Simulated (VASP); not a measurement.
Input of a VASP 6.6.1 run:

Contents of INCAR:

```
ALGO     = Normal         # electronic algorithm
EDIFF    = 1E-6           # SCF threshold, eV
ENCUT    = 520            # plane-wave cutoff, eV
GGA      = PE             # functional
ISIF     = 2              # what is computed and relaxed
ISMEAR   = -1             # smearing method
IVDW     = 13             # dispersion correction
LASPH    = True           # aspherical terms in the spheres
LCHARG   = False          # write CHGCAR
LREAL    = False          # projectors in reciprocal space
LWAVE    = False          # write WAVECAR
NBANDS   = 35             # bands
NELM     = 80             # most SCF steps
PREC     = Accurate       # precision mode
SIGMA    = 0.05           # smearing width, eV
```

KPOINTS

```
k-points
0
Gamma
  10 10 3
```

The input POSCAR:

```
MoS2
1.0
    3.1043083785      0.0000000000      0.0000000000
   -1.5521541893      2.6884099170      0.0000000000
    0.0000000000      0.0000000000     12.0724192038
Mo S
2 4
Direct
    0.6666666667      0.3333333333      0.7500000000
    0.3333333333      0.6666666667      0.2500000000
    0.6666666667      0.3333333333      0.3770000000
    0.3333333333      0.6666666667      0.8770000000
    0.6666666667      0.3333333333      0.1230000000
    0.3333333333      0.6666666667      0.6230000000
```

Potentials or basis: VASP PAW PBE potentials, release 64 (Mo_sv, S).

Launch:

```bash
$ cat potpaw_PBE.64/Mo_sv/POTCAR potpaw_PBE.64/S/POTCAR > POTCAR
$ mpirun -np 1 vasp_std > vasp.out
```

Question: Predict the dispersion energy per atom.

Answer: -0.450 eV.

Question: Estimate the band gap on the k mesh.

Answer: 0.88 eV, indirect (least direct gap 2.03 eV).

Question: Predict the largest force.

Answer: 0.969 eV/Å.

Forces in eV/Å, atoms in the order of the input:
```
Mo   0.000  0.000  0.000
Mo   0.000  0.000  0.000
S    0.000  0.000  0.969
S    0.000  0.000  0.969
S    0.000  0.000 -0.969
S    0.000  0.000 -0.969
```

A k mesh can miss the band edges.
